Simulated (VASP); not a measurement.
Write the native input for VASP 6.6.1 that does the following.

* Task: single point
* Functional: LDA
* Potentials or basis: VASP PAW LDA potentials, release 64 (B, N)
* Cutoff: 600 eV
* k mesh: 12 × 12 × 12
* Occupations: gaussian, width 0.01 eV
* Spin: no spin polarisation
* Dipole correction: no
* Further INCAR settings: ALGO = Normal; EDIFF = 1e-06; NBANDS = 11

The structure of BN lies in POSCAR:

```
BN
1.0
    0.0000000000      1.7873230937      1.7873230937
    1.7873230937      0.0000000000      1.7873230937
    1.7873230937      1.7873230937      0.0000000000
B N
1 1
Direct
    0.0000000000      0.0000000000      0.0000000000
    0.7500000000      0.7500000000      0.7500000000
```

The input as run:

INCAR

```
SYSTEM = BN
PREC = Accurate
ENCUT = 600
EDIFF = 1E-6
ISMEAR = 0
SIGMA = 0.01
LREAL = .FALSE.
LASPH = .TRUE.
NELM = 120
ALGO = Normal
ISIF = 2
LWAVE = .FALSE.
LCHARG = .FALSE.
NBANDS = 11
GGA_COMPAT = .FALSE.
```

KPOINTS

```
Automatic mesh
0
G
  12 12 12
  0 0 0
```

Potentials or basis: VASP PAW LDA potentials, release 64 (B, N).

The run is started by

```bash
$ cat potpaw_LDA.64/B/POTCAR potpaw_LDA.64/N/POTCAR > POTCAR
$ mpirun -np 1 vasp_std > vasp.out
```

Results of the run:

```json
{
  "Pressure": "2.8 GPa",
  "Band gap on the k mesh": "4.38 eV, indirect (least direct gap 8.84 eV)"
}
```

Wall time 3.2 s on 1 thread of Intel(R) Xeon(R) 6975P-C (Granite Rapids), on a shared host, peak memory 0.11 GiB.
